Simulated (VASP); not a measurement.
# Rh (P6_3/mmc) in VASP: a series of runs

Rh is run at these levels: PBE; tasks: single point.

All numbers are computed with VASP 6.6.1; they aren't measurements. Logs are shortened: lines on timing, memory, paths and dates and some standing lists are left out, and cuts for length are marked.

### 1 The cell of the first run

Symmetry: P6_3/mmc, No. 194, hexagonal system. Conventional cell: a = 2.861 Å, b = 2.861 Å, c = 4.736 Å, α = 90.00°, β = 90.00°, γ = 120.00°. Within 3.8 Å of Rh (site symmetry -6m2) lie 12 Rh at 2.86 to 2.89 Å.

This isn't the form of Rh at room conditions, which is fcc.

### 2 Single point, PBE

File INCAR:

```
SYSTEM = Rh
PREC     = Accurate       ! precision mode
ENCUT    = 520            ! plane-wave cutoff, eV
EDIFF    = 1E-7           ! SCF threshold, eV
ISMEAR   = 0              ! smearing method
SIGMA    = 0.15           ! smearing width, eV
LREAL    = .FALSE.        ! projectors in reciprocal space
LASPH    = .TRUE.         ! aspherical terms in the spheres
NELM     = 80             ! most SCF steps
ALGO     = Fast           ! electronic algorithm
ISIF     = 2              ! what is computed and relaxed
LWAVE    = .FALSE.        ! write WAVECAR
LCHARG   = .TRUE.         ! write CHGCAR
GGA      = PE             ! functional
LELF     = .TRUE.         ! ELF
LVHAR    = .TRUE.       
NBANDS   = 22             ! bands
```

File KPOINTS:

```
Automatic mesh
0
G
  18 18 10
  0 0 0
```

File POSCAR:

```
Rh
1.0
    2.8611000000      0.0000000000      0.0000000000
   -1.4305500000      2.4777852828      0.0000000000
    0.0000000000      0.0000000000      4.7359000000
Rh
2
Direct
    0.6666666667      0.3333333333      0.7500000000
    0.3333333333      0.6666666667      0.2500000000
```

Potentials or basis: VASP PAW PBE potentials, release 64 (Rh_pv).

Launch:

```sh
$ cat potpaw_PBE.64/Rh_pv/POTCAR > POTCAR
$ mpirun -np 1 vasp_std > vasp.out
```

OUTCAR:

```text
SYSTEM = Rh
   PREC = Accurate
   ENCUT = 520
   EDIFF = 1E-7
   ISMEAR = 0
   LREAL = .FALSE.
   LASPH = .TRUE.
   NELM = 80
   ISIF = 2
   GGA = PE

 ion  position               nearest neighbor table
   1  0.667  0.333  0.750-   2 2.89   2 2.89   2 2.89   2 2.89   2 2.89   2 2.89
   2  0.333  0.667  0.250-   1 2.89   1 2.89   1 2.89   1 2.89   1 2.89   1 2.89

  LATTYP: Found a hexagonal cell.
 ALAT       =     2.8611000000
 C/A-ratio  =     1.6552724477

  Lattice vectors:

 A1 = (   2.8611000000,   0.0000000000,   0.0000000000)
 A2 = (  -1.4305500000,   2.4777852828,   0.0000000000)
 A3 = (   0.0000000000,   0.0000000000,   4.7359000000)

Analysis of symmetry for initial positions (statically):
=====================================================================
 Subroutine PRICEL returns:
 Original cell was already a primitive cell.

 Routine SETGRP: Setting up the symmetry group for a
 hexagonal supercell.

 Subroutine GETGRP returns: Found 24 space group operations
 (whereof 12 operations were pure point group operations)
 out of a pool of 24 trial point group operations.

The static configuration has the point symmetry D_3d.
 The point group associated with its full space group is D_6h.

Analysis of symmetry for dynamics (positions and initial velocities):
=====================================================================
 Subroutine PRICEL returns:
 Original cell was already a primitive cell.

 Routine SETGRP: Setting up the symmetry group for a
 hexagonal supercell.

 Subroutine GETGRP returns: Found 24 space group operations
 (whereof 12 operations were pure point group operations)
 out of a pool of 24 trial point group operations.

The dynamic configuration has the point symmetry D_3d.
 The point group associated with its full space group is D_6h.

 Subroutine INISYM returns: Found 24 space group operations
 (whereof 12 operations are pure point group operations),
 and found     1 'primitive' translations

----------------------------------------------------------------------------------------

                                     Primitive cell

  volume of cell :      33.5737

  direct lattice vectors                    reciprocal lattice vectors
     2.861100000  0.000000000  0.000000000     0.349515920  0.201793111  0.000000000
    -1.430550000  2.477785283  0.000000000     0.000000000  0.403586222  0.000000000
     0.000000000  0.000000000  4.735900000     0.000000000  0.000000000  0.211153107

  length of vectors
     2.861100000  2.861100000  4.735900000     0.403586222  0.403586222  0.211153107

  position of ions in fractional coordinates (direct lattice)
     0.666666667  0.333333333  0.750000000
     0.333333333  0.666666667  0.250000000
[... 79 lines left out ...]
   EDIFFG = 0.1E-05   stopping-criterion for IOM
   NSW    =      0    number of steps for IOM
   IBRION =     -1    ionic relax: 0-MD 1-quasi-New 2-CG
   NFREE  =      0    steps in history (QN), initial steepest desc. (CG)
   ISIF   =      2    stress and relaxation
   ISYM   =      2    0-nonsym 1-usesym 2-fastsym
   POTIM  = 0.5000    time-step for ionic-motion
   TEBEG  =    0.0;   TEEND  =   0.0 temperature during run
   PSTRESS=    0.0 pullay stress
   NELECT =      30.0000    total number of electrons
   NUPDOWN=      -1.0000    fix difference up-down
   EMIN   =  10.00;   EMAX   =-10.00  energy-range for DOS
   EFERMI =   0.00;   METHOD = LEGACY
   ISMEAR =     0;   SIGMA  =   0.15  broadening in eV -4-tet -1-fermi 0-gaus
   EFERMI_NEDOS =   21; number of points for ismear=-14 and -15
   IALGO  =     68    algorithm
   IMIX   =      4    mixing-type and parameters
     AMIX     =   0.40;   BMIX     =  1.00
     AMIX_MAG =   1.60;   BMIX_MAG =  1.00
  volume/ion in A,a.u.               =      16.79       113.28
  Fermi-wavevector in a.u.,A,eV,Ry     =   1.576820  2.979758 33.829008  2.486362
  Thomas-Fermi vector in A             =   2.677596
   LORBIT       =      0    0 simple, 1 ext, 2 COOP (PROOUT), +10 PAW based schemes
   GGA     = PE    functional components
   LHFCALC =     F    Hartree Fock is set to
   AEXX    =    0.0000 exact exchange contribution
   IVDW    =     0    specifies the selected vdW correction
   LEPSILON=     F    determine dielectric tensor
   LRPA    =     F    only Hartree local field effects (RPA)
 non-spin polarized calculation
 RMM-DIIS sequential band-by-band and
 Gauss-broadening in eV      SIGMA  =   0.15
  energy-cutoff  :      520.00
  volume of cell :       33.57
 maximum number of plane-waves:       924
 NGX is ok and might be reduce to    24
   NGX = 11   NGY = 11   NGZ = 17

 number of electron      30.0000000 magnetization

 Free energy of the ion-electron system (eV)
  ---------------------------------------------------
  ext. energy  EPLUGINS =         0.00000000
  ---------------------------------------------------
  free energy    TOTEN  =       -13.89436820 eV

  energy without entropy =      -13.84150559  energy(sigma->0) =      -13.86793690

 E-fermi :   8.6465     XC(G=0): -12.7791

 val. band max:        8.6400728923   @ k =   0.3889   0.1667   0.0000
 cond. band min:       8.6473075080   @ k =   0.3333   0.3333   0.2000
 fundamental gap:      0.0072346158
 Fermi energy:         8.6465275407

 k-point     1 :       0.0000    0.0000    0.0000
  band No.  band energies     occupation
      1     -37.7738      2.00000
      2     -37.4722      2.00000
      3     -37.4722      2.00000
      4     -37.4283      2.00000
      5     -37.4243      2.00000
      6     -37.4243      2.00000
[... 589 lines left out ...]
     21      19.6034      0.00000
     22      21.5642      0.00000

 [... further k-points ...]

------------------------ aborting loop because EDIFF is reached ----------------------------------------

  FORCE on cell =-STRESS in cart. coord.  units (eV):
  Direction    XX          YY          ZZ          XY          YZ          ZX
  --------------------------------------------------------------------------------------
  -------------------------------------------------------------------------------------
  Total       -5.5620688     -5.5620688     -6.3084560      0.0000000      0.0000000     -0.0000000
  in kB     -265.4285974   -265.4285974   -301.0470882      0.0000000      0.0000000     -0.0000000
  external PRESSURE =    -277.3014277 kB  Pullay stress =       0.0000000 kB

 VOLUME and BASIS-vectors are now :
 -----------------------------------------------------------------------------
  energy-cutoff  :      520.00
  volume of cell :       33.57
      direct lattice vectors                 reciprocal lattice vectors
     2.861100000  0.000000000  0.000000000     0.349515920  0.201793111  0.000000000
    -1.430550000  2.477785283  0.000000000     0.000000000  0.403586222  0.000000000
     0.000000000  0.000000000  4.735900000     0.000000000  0.000000000  0.211153107

 POSITION                                       TOTAL-FORCE (eV/Angst)
 -----------------------------------------------------------------------------------
      1.43055      0.82593      3.55192         0.000000      0.000000      0.000000
     -0.00000      1.65186      1.18397        -0.000000      0.000000      0.000000
 -----------------------------------------------------------------------------------
    total drift:                                0.000000     -0.000000      0.000000

  FREE ENERGIE OF THE ION-ELECTRON SYSTEM (eV)
  ---------------------------------------------------
  free  energy   TOTEN  =       -13.8943682012 eV

  energy  without entropy=      -13.8415055924  energy(sigma->0) =      -13.86793690
```

OSZICAR:

```text
N       E                     dE             d eps       ncg     rms          rms(c)
DAV:   1     0.322243203512E+03    0.32224E+03   -0.19116E+04  9808   0.153E+03
DAV:   2    -0.799692120597E+01   -0.33024E+03   -0.31877E+03 10206   0.460E+02
DAV:   3    -0.148057152676E+02   -0.68088E+01   -0.67493E+01 11424   0.744E+01
DAV:   4    -0.148523523480E+02   -0.46637E-01   -0.46631E-01 11000   0.622E+00
DAV:   5    -0.148530911365E+02   -0.73879E-03   -0.73878E-03 11550   0.822E-01    0.904E+00
RMM:   6    -0.139031369023E+02    0.94995E+00   -0.26935E+00  9923   0.134E+01    0.275E+00
RMM:   7    -0.138980727667E+02    0.50641E-02   -0.59733E-02 10352   0.178E+00    0.154E+00
RMM:   8    -0.138944438314E+02    0.36289E-02   -0.61027E-03 10621   0.770E-01    0.893E-02
RMM:   9    -0.138943539203E+02    0.89911E-04   -0.75811E-04 10961   0.241E-01    0.196E-02
RMM:  10    -0.138943733616E+02   -0.19441E-04   -0.10766E-04 11236   0.109E-01    0.165E-02
RMM:  11    -0.138943665028E+02    0.68588E-05   -0.33921E-05 11525   0.583E-02    0.677E-03
RMM:  12    -0.138943685463E+02   -0.20435E-05   -0.74707E-06 11473   0.302E-02    0.201E-03
RMM:  13    -0.138943688043E+02   -0.25805E-06   -0.18908E-06 11205   0.139E-02    0.203E-03
RMM:  14    -0.138943685155E+02    0.28889E-06   -0.39216E-07  8688   0.662E-03    0.189E-03
RMM:  15    -0.138943683365E+02    0.17896E-06   -0.11135E-07  6236   0.311E-03    0.272E-03
RMM:  16    -0.138943681912E+02    0.14526E-06   -0.41446E-08  5971   0.201E-03    0.342E-03
RMM:  17    -0.138943682012E+02   -0.99608E-08   -0.98110E-09  5494   0.934E-04
   1 F= -.13894368E+02 E0= -.13867937E+02  d E =-.528626E-01
```

stdout:

```text
POSCAR found type information on POSCAR Rh
 POSCAR found :  1 types and       2 ions
 scaLAPACK will be used
 LDA part: xc-table for (Slater+PW92), standard interpolation
 POSCAR, INCAR and KPOINTS ok, starting setup
 FFT: planning ... GRIDC
 FFT: planning ... GRID_SOFT
 FFT: planning ... GRID
 WAVECAR not read
 entering main loop
```

Wall time 5.3 min (1 thread of AMD EPYC 7R43 (Zen 3), shared host); peak memory 0.21 GiB.

What came out:

| Property | Result |
| --- | --- |
| Free energy | -13.8944 eV |
| Pressure | -27.7 GPa |
| Band gap on the k mesh | zero (bands 15 and 16 overlap by 1.76 eV) |

Levels at points of the mesh, in eV from the Fermi level:
```tsv
k point	band 13	band 14	band 15	band 16	band 17	band 18
(0.00, 0.00, 0.00)	-1.85	-1.26	-1.26	0.12	0.12	0.84
(0.50, 0.00, 0.00)	-1.46	0.38	0.39	0.57	2.58	4.31
(0.00, 0.00, 0.50)	-2.24	-2.24	-0.31	-0.31	-0.31	-0.31
(0.50, 0.00, 0.50)	-0.14	-0.14	0.50	0.50	2.51	2.51
```

Caveat: the cell stands under tension.

### 3 Single point, PBE

This run uses another cell than the first one, of 11.71 Å³/atom.

File INCAR:

```
SYSTEM = Rh
PREC = Accurate
ENCUT = 520
EDIFF = 1E-6
ISMEAR = 0
SIGMA = 0.15
LREAL = .False.
LASPH = .True.
NELM = 100
ALGO = Normal
ISIF = 2
LWAVE = .False.
LCHARG = .False.
GGA = PE
NBANDS = 22
```

File KPOINTS:

```
Automatic mesh
0
Gamma
  18 18 10
  0 0 0
```

File POSCAR:

```
Rh
1.0
    2.5886000000      0.0000000000      0.0000000000
   -1.2943000000      2.2417933602      0.0000000000
    0.0000000000      0.0000000000      4.0343000000
Rh
2
Direct
    0.6666666667      0.3333333333      0.7500000000
    0.3333333333      0.6666666667      0.2500000000
```

Potentials or basis: VASP PAW PBE potentials, release 64 (Rh_pv).

Launch:

```sh
$ cat potpaw_PBE.64/Rh_pv/POTCAR > POTCAR
$ mpirun -np 1 vasp_std > vasp.out
```

Wall time 1.7 min (1 thread of AMD EPYC 7R43 (Zen 3), shared host); peak memory 0.16 GiB.

Results (log left out):

| Property | Result |
| --- | --- |
| Free energy | -13.4729 eV |
| Pressure | 77.2 GPa |
| Band gap on the k mesh | zero (bands 15 and 16 overlap by 3.03 eV) |

Stress tensor (GPa, compression positive):
```
70.28  0.00  0.00
 0.00 70.28  0.00
 0.00  0.00 91.15
```

Levels at points of the mesh, in eV from the Fermi level:
```csv
k point,band 12,band 13,band 14,band 15,band 16,band 17,band 18,band 19
"(0.00, 0.00, 0.00)",-3.20,-3.20,-2.82,-2.82,0.11,0.11,1.03,10.93
"(0.50, 0.00, 0.00)",-2.87,-2.68,0.31,0.80,0.98,3.51,5.95,11.66
"(0.00, 0.00, 0.50)",-4.21,-3.83,-3.83,-0.56,-0.56,-0.56,-0.56,15.03
"(0.50, 0.00, 0.50)",-2.37,-0.50,-0.50,0.62,0.62,2.95,2.95,10.97
```

Caveat: the cell stands under pressure.
